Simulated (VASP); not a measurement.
Wanted: the native input for a VASP 6.6.1 run.

| Property | Result |
| --- | --- |
| Task | single point |
| Functional | PBE |
| Potentials or basis | VASP PAW PBE potentials, release 64 (Si, Ru_pv) |
| Cutoff | 520 eV |
| k mesh | 4 × 4 × 6 |
| Occupations | gaussian, width 0.1 eV |
| Spin | no spin polarisation |
| Dipole correction | no |
| Further INCAR settings | ALGO = Normal; EDIFF = 1e-07; NBANDS = 23 |

The structure of Si4Ru lies in POSCAR:

```
Si4Ru
1.0
    5.2939735571      0.0000000000      0.0000000000
    0.0000000000      5.2939735571      0.0000000000
    0.0000000000      0.0000000000      2.7875496376
Si Ru
4 1
Direct
    0.2260030491      0.7739969509      0.5000000000
    0.7739969509      0.7739969509      0.5000000000
    0.2260030491      0.2260030491      0.5000000000
    0.7739969509      0.2260030491      0.5000000000
    0.5000000000      0.5000000000      0.0000000000
```

These files were run (other wordings do the same):

INCAR

```
SYSTEM = Si4Ru
ALGO = Normal
EDIFF = 1E-7
ENCUT = 520
GGA = PE
ISIF = 2
ISMEAR = 0
LASPH = .TRUE.
LCHARG = .TRUE.
LELF = .TRUE.
LREAL = .FALSE.
LVHAR = .TRUE.
LWAVE = .FALSE.
NBANDS = 23
NELM = 60
PREC = Accurate
SIGMA = 0.1
```

KPOINTS

```
k-points
0
G
  4 4 6
  0 0 0
```

Potentials or basis: VASP PAW PBE potentials, release 64 (Si, Ru_pv).

Run with:

```bash
$ cat potpaw_PBE.64/Si/POTCAR potpaw_PBE.64/Ru_pv/POTCAR > POTCAR
$ mpirun -np 1 vasp_std > vasp.out
```

It gave:

```json
{"Pressure": "-0.2 GPa", "Largest force": "0.029 eV/Å", "Band gap on the k mesh": "zero (band 15 reaches 9.54 eV, above the bottom of band 16 at 8.46 eV)"}
```

Caveat: the k points lie up to 0.38 Å⁻¹ apart.

Wall time 22 s on 1 thread of Intel(R) Xeon(R) 6975P-C (Granite Rapids) (shared host), peak memory 0.2 GiB.
